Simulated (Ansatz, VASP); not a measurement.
**One calculation of Os3RuC3, two programs**

```
Ru Os C
1.0
     4.24942    0.00000    0.00000
     0.00000    4.24942    0.00000
     0.00000    0.00000    4.24942
Ru Os C
1 3 3
Cartesian
  2.1247 2.1247 2.1247
  0.0000 2.1247 0.0000
  0.0000 0.0000 2.1247
  2.1247 0.0000 0.0000
  2.1247 0.0000 2.1247
  2.1247 2.1247 0.0000
  0.0000 2.1247 2.1247
```

Change from the starting cell: species swapped into the LiCu3O3 type (Pm-3m, No. 221).

Alike in both runs: functional PBE; k mesh 4 × 4 × 4; occupations gaussian, width 0.1 eV; no spin polarisation.

Ansatz relaxed the structure, and its values are those at the end. VASP's run is a single point on that final structure, the one shown.

```csv
,VASP,Ansatz
version,VASP 6.6.1,Ansatz 0.2.0
potentials or method,"VASP PAW PBE potentials, release 64 (Ru_sv, Os_sv_GW, C), cutoff 700 eV","scalar-relativistic, plane waves, PAW"
valence electrons in the cell,76,76
```

|  | VASP | Ansatz | Ansatz less VASP |
| --- | --- | --- | --- |
| gap on the k mesh at the Fermi level (eV) | none | none | - |
| pressure (GPa) | -0.3 | -0.3 | +0.06 |

A gap of «none» marks a metal or a gap that the smearing closes. The functional is the same, so the differences come from potentials, cutoffs and numerics.

The k mesh is coarse, so the values compare programs but aren't converged. Spin-orbit coupling is off throughout.
